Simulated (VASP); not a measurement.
# Zn2CdSeS2 (Cmc2_1) in VASP: single point with PBE

Aim: the single point of Zn2CdSeS2 with PBE.

All numbers are computed with VASP 6.6.1; they aren't measurements. Logs are shortened: lines on timing, memory, paths and dates and some standing lists are left out, and cuts for length are marked.

**1. The cell of the first run**

It takes space group Cmc2_1 (No. 36, orthorhombic). Conventional cell: a = 11.769 Å, b = 6.733 Å, c = 6.339 Å, α = 90.00°, β = 90.00°, γ = 90.00°. Within 3.0 Å of Zn (site symmetry 1) lie 3 S at 2.29 Å and 1 Se at 2.41 Å. Cd (site symmetry m) has 2 S at 2.49 Å and 2 Se at 2.59 to 2.60 Å within 3.3 Å. Within 3.2 Å of Se (site symmetry m) lie 2 Zn at 2.41 Å and 2 Cd at 2.59 to 2.60 Å. S (site symmetry 1) has 3 Zn at 2.29 Å and 1 Cd at 2.49 Å within 3.0 Å.

**2. Single point, PBE (20.93 Å³/atom)**

File INCAR:

```
  PREC = Accurate
  ENCUT = 520
  EDIFF = 1E-7
  ISMEAR = 0
  SIGMA = 0.02
  LREAL = False
  LASPH = True
  NELM = 60
  ALGO = Normal
  ISIF = 2
  LWAVE = False
  LCHARG = True
  GGA = PE
  LELF = True
  LVHAR = True
  NBANDS = 66
```

File KPOINTS:

```
Automatic mesh
0
Gamma
  6 6 4
```

File POSCAR:

```
Zn2CdSeS2
1.0
    5.8845530724     -3.3664202634      0.0000000000
    5.8845530724      3.3664202634      0.0000000000
    0.0000000000      0.0000000000      6.3392742090
Zn Cd Se S
4 2 2 4
Direct
    0.1663551182      0.4816078630      0.5056295165
    0.5183921370      0.8336448818      0.5056295165
    0.8336448818      0.5183921370      0.0056295165
    0.4816078630      0.1663551182      0.0056295165
    0.8166546549      0.1833453451      0.4846267216
    0.1833453451      0.8166546549      0.9846267216
    0.1925233305      0.8074766695      0.3949840108
    0.8074766695      0.1925233305      0.8949840108
    0.8357391391      0.5239231191      0.3670651174
    0.4760768809      0.1642608609      0.3670651174
    0.1642608609      0.4760768809      0.8670651174
    0.5239231191      0.8357391391      0.8670651174
```

Potentials or basis: VASP PAW PBE potentials, release 64 (Zn, Cd, Se, S).

Started as:

```bash
cat potpaw_PBE.64/Zn/POTCAR potpaw_PBE.64/Cd/POTCAR potpaw_PBE.64/Se/POTCAR potpaw_PBE.64/S/POTCAR > POTCAR
mpirun -np 1 vasp_std > vasp.out
```

OUTCAR:

```text
PREC = Accurate
   ENCUT = 520
   EDIFF = 1E-7
   ISMEAR = 0
   LREAL = False
   LASPH = True
   NELM = 60
   ISIF = 2
   GGA = PE

 ion  position               nearest neighbor table
   1  0.166  0.482  0.506-   9 2.29  10 2.29  11 2.29   7 2.41
   2  0.518  0.834  0.506-  10 2.29   9 2.29  12 2.29   7 2.41
   3  0.834  0.518  0.006-  11 2.29  12 2.29   9 2.29   8 2.41
   4  0.482  0.166  0.006-  12 2.29  11 2.29  10 2.29   8 2.41
   5  0.817  0.183  0.485-   9 2.49  10 2.49   7 2.59   8 2.60
   6  0.183  0.817  0.985-  11 2.49  12 2.49   8 2.59   7 2.60
   7  0.193  0.807  0.395-   1 2.41   2 2.41   5 2.59   6 2.60
   8  0.807  0.193  0.895-   3 2.41   4 2.41   6 2.59   5 2.60
   9  0.836  0.524  0.367-   1 2.29   2 2.29   3 2.29   5 2.49
  10  0.476  0.164  0.367-   2 2.29   1 2.29   4 2.29   5 2.49
  11  0.164  0.476  0.867-   3 2.29   4 2.29   1 2.29   6 2.49
  12  0.524  0.836  0.867-   4 2.29   3 2.29   2 2.29   6 2.49

  LATTYP: Found a base centered orthorhombic cell.
 ALAT       =     6.7328405268
 B/A-ratio  =     1.7480149868
 C/A-ratio  =     0.9415452785

  Lattice vectors:

 A1 = (  -5.8845530724,  -3.3664202634,   0.0000000000)
 A2 = (   5.8845530724,  -3.3664202634,   0.0000000000)
 A3 = (   0.0000000000,   0.0000000000,   6.3392742090)

Analysis of symmetry for initial positions (statically):
=====================================================================
 Subroutine PRICEL returns:
 Original cell was already a primitive cell.

 Routine SETGRP: Setting up the symmetry group for a
 base centered orthorhombic supercell.

 Subroutine GETGRP returns: Found  4 space group operations
 (whereof  2 operations were pure point group operations)
 out of a pool of  8 trial point group operations.

The static configuration has the point symmetry C_1h.
 The point group associated with its full space group is C_2v.

Analysis of symmetry for dynamics (positions and initial velocities):
=====================================================================
 Subroutine PRICEL returns:
 Original cell was already a primitive cell.

 Routine SETGRP: Setting up the symmetry group for a
 base centered orthorhombic supercell.

 Subroutine GETGRP returns: Found  4 space group operations
 (whereof  2 operations were pure point group operations)
 out of a pool of  8 trial point group operations.

The dynamic configuration has the point symmetry C_1h.
 The point group associated with its full space group is C_2v.

 Subroutine INISYM returns: Found  4 space group operations
 (whereof  2 operations are pure point group operations),
 and found     1 'primitive' translations

----------------------------------------------------------------------------------------

                                     Primitive cell

  volume of cell :     251.1605

  direct lattice vectors                    reciprocal lattice vectors
     5.884553072 -3.366420263  0.000000000     0.084968220 -0.148525722  0.000000000
     5.884553072  3.366420263  0.000000000     0.084968220  0.148525722  0.000000000
     0.000000000  0.000000000  6.339274209     0.000000000  0.000000000  0.157746765

  length of vectors
     6.779435836  6.779435836  6.339274209     0.171112502  0.171112502  0.157746765

  position of ions in fractional coordinates (direct lattice)
     0.166355118  0.481607863  0.505629517
     0.518392137  0.833644882  0.505629517
     0.833644882  0.518392137  0.005629517
     0.481607863  0.166355118  0.005629517
     0.816654655  0.183345345  0.484626722
     0.183345345  0.816654655  0.984626722
     0.192523331  0.807476669  0.394984011
     0.807476669  0.192523331  0.894984011
     0.835739139  0.523923119  0.367065117
     0.476076881  0.164260861  0.367065117
     0.164260861  0.476076881  0.867065117
     0.523923119  0.835739139  0.867065117

  ion indices of the primitive-cell ions
   primitive index   ion index
                 1           1
                 2           2
                 3           3
                 4           4
                 5           5
                 6           6
                 7           7
                 8           8
                 9           9
                10          10
                11          11
                12          12

----------------------------------------------------------------------------------------

 KPOINTS: Automatic mesh

Automatic generation of k-mesh.
 Grid dimensions read from file:
 generate k-points for:    6    6    4

 Generating k-lattice:

  Cartesian coordinates                     Fractional coordinates (reciprocal lattice)
     0.014161370 -0.024754287  0.000000000     0.166666667  0.000000000  0.000000000
     0.014161370  0.024754287  0.000000000     0.000000000  0.166666667  0.000000000
     0.000000000  0.000000000  0.039436691     0.000000000  0.000000000  0.250000000

  Length of vectors
     0.028518750  0.028518750  0.039436691

  Shift w.r.t. Gamma in fractional coordinates (k-lattice)
     0.000000000  0.000000000  0.000000000

 Subroutine IBZKPT returns following result:
 ===========================================

 Found     39 irreducible k-points:

 Following reciprocal coordinates:
            Coordinates               Weight
  0.000000  0.000000  0.000000      1.000000
  0.166667  0.000000  0.000000      4.000000
  0.333333  0.000000  0.000000      4.000000
  0.500000  0.000000  0.000000      2.000000
  0.166667  0.166667  0.000000      2.000000
  0.333333  0.166667  0.000000      4.000000
[... 16 lines left out ...]
  0.333333  0.333333  0.250000      4.000000
  0.500000  0.333333  0.250000      8.000000
 [... further k-points ...]
   k-points           NKPTS =     39   k-points in BZ     NKDIM =     39   number of bands    NBANDS=     66
   number of dos      NEDOS =    301   number of ions     NIONS =     12
   total plane-waves  NPLWV = 120000
   dimension x,y,z NGX =    50 NGY =   50 NGZ =   48
   dimension x,y,z NGXF=   100 NGYF=  100 NGZF=   96
   ions per type =               4   2   2   4
   NGX,Y,Z   is equivalent  to a cutoff of  12.26, 12.26, 12.59 a.u.
   NGXF,Y,Z  is equivalent  to a cutoff of  24.52, 24.52, 25.18 a.u.
 SYSTEM =  unknown system
   PREC   = accura    normal or accurate (medium, high low for compatibility)
   ISTART =      0    job   : 0-new  1-cont  2-samecut
   ICHARG =      2    charge: 1-file 2-atom 10-const
   ISPIN  =      1    spin polarized calculation?
   LNONCOLLINEAR =      F non collinear calculations
   LSORBIT =      F    spin-orbit coupling
   LASPH  =      T    aspherical Exc in radial PAW
   ENCUT  =  520.0 eV  38.22 Ry    6.18 a.u.  12.61 12.61 11.79*2*pi/ulx,y,z
   NELM   =     60;   NELMIN=  2; NELMDL= -5     # of ELM steps
   EDIFF  = 0.1E-06   stopping-criterion for ELM
   LREAL  =      F    real-space projection
   EDIFFG = 0.1E-05   stopping-criterion for IOM
   NSW    =      0    number of steps for IOM
   IBRION =     -1    ionic relax: 0-MD 1-quasi-New 2-CG
   NFREE  =      0    steps in history (QN), initial steepest desc. (CG)
   ISIF   =      2    stress and relaxation
   ISYM   =      2    0-nonsym 1-usesym 2-fastsym
   POTIM  = 0.5000    time-step for ionic-motion
   TEBEG  =    0.0;   TEEND  =   0.0 temperature during run
   PSTRESS=    0.0 pullay stress
   NELECT =     108.0000    total number of electrons
   NUPDOWN=      -1.0000    fix difference up-down
   EMIN   =  10.00;   EMAX   =-10.00  energy-range for DOS
   EFERMI =   0.00;   METHOD = LEGACY
   ISMEAR =     0;   SIGMA  =   0.02  broadening in eV -4-tet -1-fermi 0-gaus
   EFERMI_NEDOS =   21; number of points for ismear=-14 and -15
   IALGO  =     38    algorithm
   IMIX   =      4    mixing-type and parameters
     AMIX     =   0.40;   BMIX     =  1.00
     AMIX_MAG =   1.60;   BMIX_MAG =  1.00
  volume/ion in A,a.u.               =      20.93       141.24
  Fermi-wavevector in a.u.,A,eV,Ry     =   1.235660  2.335059 20.774130  1.526855
  Thomas-Fermi vector in A             =   2.370300
   LORBIT       =      0    0 simple, 1 ext, 2 COOP (PROOUT), +10 PAW based schemes
   GGA     = PE    functional components
   LHFCALC =     F    Hartree Fock is set to
   AEXX    =    0.0000 exact exchange contribution
   IVDW    =     0    specifies the selected vdW correction
   LEPSILON=     F    determine dielectric tensor
   LRPA    =     F    only Hartree local field effects (RPA)
 non-spin polarized calculation
 Gauss-broadening in eV      SIGMA  =   0.02
  energy-cutoff  :      520.00
  volume of cell :      251.16
 maximum number of plane-waves:      6804
   NGX = 25   NGY = 25   NGZ = 23

 number of electron     107.9999970 magnetization

 Free energy of the ion-electron system (eV)
  ---------------------------------------------------
  ext. energy  EPLUGINS =         0.00000000
  ---------------------------------------------------
  free energy    TOTEN  =       -37.55754980 eV

  energy without entropy =      -37.55754980  energy(sigma->0) =      -37.55754980

 E-fermi :   2.4635     XC(G=0):  -9.6880

 val. band max:        2.3184374581   @ k =   0.0000   0.0000   0.0000
 cond. band min:       4.0302568809   @ k =   0.0000   0.0000   0.0000
 fundamental gap:      1.7118194229
 Fermi energy:         2.4634679190

 k-point     1 :       0.0000    0.0000    0.0000
  band No.  band energies     occupation
      1     -11.1336      2.00000
      2     -10.2819      2.00000
      3     -10.1443      2.00000
      4     -10.1436      2.00000
      5      -9.9862      2.00000
      6      -9.9705      2.00000
[... 58 lines left out ...]
     65       8.7388      0.00000
     66       9.5267      0.00000

 k-point     2 :       0.1667    0.0000    0.0000
  band No.  band energies     occupation
      1     -11.0789      2.00000
      2     -10.2790      2.00000
      3     -10.2526      2.00000
      4     -10.0984      2.00000
      5     -10.0259      2.00000
      6      -9.9368      2.00000
[... 58 lines left out ...]
     65       8.8715      0.00000
     66       9.1249      0.00000

 k-point     3 :       0.3333    0.0000    0.0000
  band No.  band energies     occupation
      1     -10.9277      2.00000
      2     -10.4706      2.00000
      3     -10.1805      2.00000
      4     -10.1476      2.00000
      5     -10.0445      2.00000
      6      -9.9245      2.00000
[... 1438 lines left out ...]
     65       8.4973      0.00000
     66       8.6417      0.00000

 k-point    24 :       0.5000    0.3333    0.2500
  band No.  band energies     occupation
      1     -10.7521      2.00000
      2     -10.4007      2.00000
      3     -10.2738      2.00000
      4     -10.2464      2.00000
      5     -10.0537      2.00000
      6      -9.9779      2.00000
[... 58 lines left out ...]
     65       8.3672      0.00000
     66       8.5259      0.00000

 [... further k-points ...]

------------------------ aborting loop because EDIFF is reached ----------------------------------------

  FORCE on cell =-STRESS in cart. coord.  units (eV):
  Direction    XX          YY          ZZ          XY          YZ          ZX
  --------------------------------------------------------------------------------------
  -------------------------------------------------------------------------------------
  Total       11.4460746     11.3936981     11.3581050      0.0000000      0.0000000      0.0000000
  in kB       73.0156244     72.6815100     72.4544578      0.0000000      0.0000000      0.0000000
  external PRESSURE =      72.7171974 kB  Pullay stress =       0.0000000 kB

 VOLUME and BASIS-vectors are now :
 -----------------------------------------------------------------------------
  energy-cutoff  :      520.00
  volume of cell :      251.16
      direct lattice vectors                 reciprocal lattice vectors
     5.884553072 -3.366420263  0.000000000     0.084968220 -0.148525722  0.000000000
     5.884553072  3.366420263  0.000000000     0.084968220  0.148525722  0.000000000
     0.000000000  0.000000000  6.339274209     0.000000000  0.000000000  0.157746765

 POSITION                                       TOTAL-FORCE (eV/Angst)
 -----------------------------------------------------------------------------------
      3.81297      1.06127      3.20532        -0.001706     -0.004287      0.007993
      7.95613      1.06127      3.20532         0.001706     -0.004287      0.007993
      7.95613     -1.06127      0.03569         0.001706      0.004287      0.007993
      3.81297     -1.06127      0.03569        -0.001706      0.004287      0.007993
      5.88455     -2.13199      3.07218         0.000000     -0.002821      0.001455
      5.88455      2.13199      6.24182         0.000000      0.002821      0.001455
      5.88455      2.07019      2.50391         0.000000     -0.015872      0.008434
      5.88455     -2.07019      5.67355         0.000000      0.015872      0.008434
      8.00100     -1.04970      2.32693         0.019654      0.010728     -0.012938
      3.76810     -1.04970      2.32693        -0.019654      0.010728     -0.012938
      3.76810      1.04970      5.49656        -0.019654     -0.010728     -0.012938
      8.00100      1.04970      5.49656         0.019654     -0.010728     -0.012938
 -----------------------------------------------------------------------------------
    total drift:                               -0.000001      0.000000      0.002161

  FREE ENERGIE OF THE ION-ELECTRON SYSTEM (eV)
  ---------------------------------------------------
  free  energy   TOTEN  =       -37.5575498045 eV

  energy  without entropy=      -37.5575498045  energy(sigma->0) =      -37.55754980
```

Wall time 23 min (1 thread of Oxide Virtual Turin-like, shared host); peak memory 0.68 GiB.

What came out:

| Property | Result |
| --- | --- |
| Free energy | -37.5575 eV |
| Pressure | 7.3 GPa |
| Largest force | 0.026 eV/Å |
| Band gap on the k mesh | 1.71 eV |

Forces in eV/Å, atoms in the order of the input:
```
Zn  -0.002 -0.004  0.008
Zn   0.002 -0.004  0.008
Zn   0.002  0.004  0.008
Zn  -0.002  0.004  0.008
Cd   0.000 -0.003  0.001
Cd   0.000  0.003  0.001
Se   0.000 -0.016  0.008
Se   0.000  0.016  0.008
S    0.020  0.011 -0.013
S   -0.020  0.011 -0.013
S   -0.020 -0.011 -0.013
S    0.020 -0.011 -0.013
```

Levels at points of the mesh, in eV from the valence-band top:
```
           k point  band 50  band 51  band 52  band 53  band 54  band 55  band 56  band 57  band 58  band 59
(0.00, 0.00, 0.00)    -1.00    -0.96    -0.18    -0.07     0.00     1.71     2.63     4.10     4.14     5.09
(0.50, 0.00, 0.00)    -1.07    -0.96    -0.89    -0.85    -0.73     3.27     3.64     4.17     4.30     4.62
(0.50, 0.50, 0.00)    -1.18    -0.98    -0.90    -0.76    -0.74     3.05     3.59     4.17     4.26     4.78
(0.00, 0.00, 0.50)    -0.98    -0.56    -0.56    -0.51    -0.51     3.16     3.16     4.08     4.08     4.45
(0.50, 0.00, 0.50)    -1.66    -1.30    -1.30    -1.09    -1.09     3.32     3.32     4.38     4.38     4.41
(0.50, 0.50, 0.50)    -1.65    -1.44    -1.44    -1.13    -1.13     3.29     3.29     4.37     4.37     4.49
```

Caveat: the cell stands under pressure.
